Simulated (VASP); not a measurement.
Crystal: PbF2.

```xyz
3
Lattice="0.0000 2.9458 2.9458 2.9458 0.0000 2.9458 2.9458 2.9458 0.0000" Properties=species:S:1:pos:R:3 pbc="T T T"
Pb    0.0000    0.0000    0.0000
F     1.4729    1.4729    1.4729
F     4.4187    4.4187    4.4187
```

Program: VASP 6.6.1. Alike in all runs: task single point; potentials or basis VASP PAW PBE potentials, release 64 (Pb_d, F); no spin polarisation; cell as given; cutoff (eV) 520.

Q: Order these runs on this cell by their band gap on the k mesh, lowest first.
A. level HF; k mesh 4 × 4 × 4; smearing gaussian 0.01 eV; grid for exact exchange (PRECFOCK) Normal; share of exact exchange 1
B. level PBE-based global hybrid with 10 % exact exchange; k mesh 4 × 4 × 4; smearing gaussian 0.01 eV; grid for exact exchange (PRECFOCK) Normal; share of exact exchange 0.1
C. level HSE06; k mesh 4 × 4 × 4; smearing fermi-dirac 0.2 eV; grid for exact exchange (PRECFOCK) Normal; share of exact exchange 0.25; screening parameter 0.2079 1/Å
D. level r2SCAN; k mesh 6 × 6 × 6; smearing gaussian 0.001 eV

A: D (4.96 eV), B (5.22 eV), C (5.71 eV), A (12.66 eV).

Caveats: some runs use coarse meshes; spin-orbit coupling is left out, which moves the levels of the heavy elements.

A k mesh can miss the band edges.
